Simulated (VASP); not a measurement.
Wanted: the native input for a VASP 6.6.1 run.

```yaml
Task: relaxation of cell and atoms
Functional: RPBE
Dispersion: D3(BJ)
Potentials_or_basis: VASP PAW PBE potentials, release 64 (Sn_d)
Cutoff: 600 eV
k_mesh: 9 × 9 × 9
Occupations: fermi-dirac, width 0.05 eV
Spin: no spin polarisation
Dipole_correction: no
Further_INCAR_settings: ALGO = Normal; EDIFF = 1e-07; IBRION = 2; EDIFFG = -0.01; NSW = 80; ISIF = 3
```

The structure of Sn lies in POSCAR:

```
Sn
1.0
   -2.9401404553      2.9401404553      1.5993019889
    2.9401404553     -2.9401404553      1.5993019889
    2.9401404553      2.9401404553     -1.5993019889
Sn
2
Direct
    0.0000000000      0.0000000000      0.0000000000
    0.7500000000      0.2500000000      0.5000000000
```

The input as run:

INCAR

```
PREC = Accurate
ENCUT = 600
EDIFF = 1E-7
ISMEAR = -1
SIGMA = 0.05
LREAL = False
LASPH = True
NELM = 60
ALGO = Normal
ISIF = 3
LWAVE = False
LCHARG = False
GGA = RP
IVDW = 12
IBRION = 2
NSW = 80
EDIFFG = -0.01
```

KPOINTS

```
regular mesh
0
Gamma
  9 9 9
```

Potentials or basis: VASP PAW PBE potentials, release 64 (Sn_d).

The run is started by

```sh
$ cat potpaw_PBE.64/Sn_d/POTCAR > POTCAR
$ mpirun -np 1 vasp_std > vasp.out
```

Results of the run:

```json
{
  "Relaxed volume": "21.90 Å³/atom",
  "Relaxed cell": "a = 4.140 Å, b = 4.140 Å, c = 4.140 Å, α = 97.14°, β = 97.14°, γ = 138.72°",
  "Space group after relaxing (to 0.1 Å)": "I4_1/amd (No. 141)",
  "Energy gained by relaxing": "314.5 meV/atom",
  "Ionic steps": "8",
  "Pressure after relaxing": "0.0 GPa",
  "Band gap on the k mesh": "zero (bands 14 and 15 overlap by 5.18 eV)",
  "Dispersion energy per atom": "-2.696 eV"
}
```

Caveat: the volume moved by over 15 % at a fixed basis, so the end points are rough; the PAW data sets were made with another functional, which shifts forces and pressure a little; spin-orbit coupling is left out, which moves the levels of the heavy elements.

It took 7.7 min on 1 thread of Intel(R) Xeon(R) Platinum 8259CL CPU @ 2.50GHz (Skylake/Cascade Lake) (shared host), peak memory 0.27 GiB.
